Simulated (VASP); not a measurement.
SnSe5:

```
Sn Se
1.0
     6.17553    0.00000    0.00000
    -3.08776    5.34816    0.00000
     0.00000    0.00000    4.39159
Sn Se
1 5
Direct
  0.00000 0.00000 0.00000
  0.33333 0.66667 0.00000
  0.66667 0.33333 0.00000
  0.50000 0.00000 0.50000
  0.50000 0.50000 0.50000
  0.00000 0.50000 0.50000
```

The cell was generated, and may not be a known phase.

| Property | Result |
| --- | --- |
| Program | VASP 6.6.1 |
| Task | relaxation of cell and atoms |
| Functional | PBE |
| Potentials or basis | VASP PAW PBE potentials, release 64 (Sn_d, Se) |
| Cutoff | 600 eV |
| k mesh | 6 × 6 × 8 |
| Occupations | gaussian, width 0.1 eV |
| Spin | no spin polarisation |

At the start: pressure 0.8 GPa; volume 24.17 Å³/atom.

**Question.** How do energy, volume and symmetry change on relaxing?

**Answer.** Over 14 steps the energy falls by 128.1 meV/atom and the volume is 26.72 Å³/atom (+10.5 %); space group P6/mmm (No. 191, to 0.1 Å) before and after.

The path:
```
step  energy change (eV)  largest force (eV/Å)  pressure (GPa)  volume (Å³)
   1              0.0000                0.0000            0.83       145.04
   2             -0.0096                0.0000           -0.07       147.70
   3             -0.0099                0.0000           -0.29       148.36
   4             -0.0224                0.0000           -0.43       149.16
   5             -0.0724                0.0000           -0.72       151.49
   6             -0.2070                0.0000           -1.04       155.72
   7             -0.6736                0.0000           -1.33       162.31
   8              0.4742                0.0000            2.08       166.53
   9             -0.7501                0.0000           -1.23       164.09
  10             -0.7601                0.0000           -0.52       162.52
  11             -0.7614                0.0000           -0.69       162.90
  12             -0.7669                0.0000           -0.35       161.51
  13             -0.7684                0.0000           -0.04       160.37
  14             -0.7684                0.0000           -0.02       160.32
```

Final structure:
```cif
data_structure
_symmetry_space_group_name_H-M 'P 1'
_symmetry_Int_Tables_number 1
_cell_length_a 7.2378
_cell_length_b 7.2378
_cell_length_c 3.5339
_cell_angle_alpha 90.000
_cell_angle_beta 90.000
_cell_angle_gamma 120.000
_cell_volume 160.32
loop_
_atom_site_label
_atom_site_type_symbol
_atom_site_fract_x
_atom_site_fract_y
_atom_site_fract_z
_atom_site_occupancy
Sn1 Sn 0.00000 0.00000 0.00000 1
Se1 Se 0.33333 0.66667 0.00000 1
Se2 Se 0.66667 0.33333 0.00000 1
Se3 Se 0.50000 0.00000 0.50000 1
Se4 Se 0.50000 0.50000 0.50000 1
Se5 Se 0.00000 0.50000 0.50000 1
```

Caveat: a cell axis changed by over 15 % at a fixed basis, so the end point is rough.
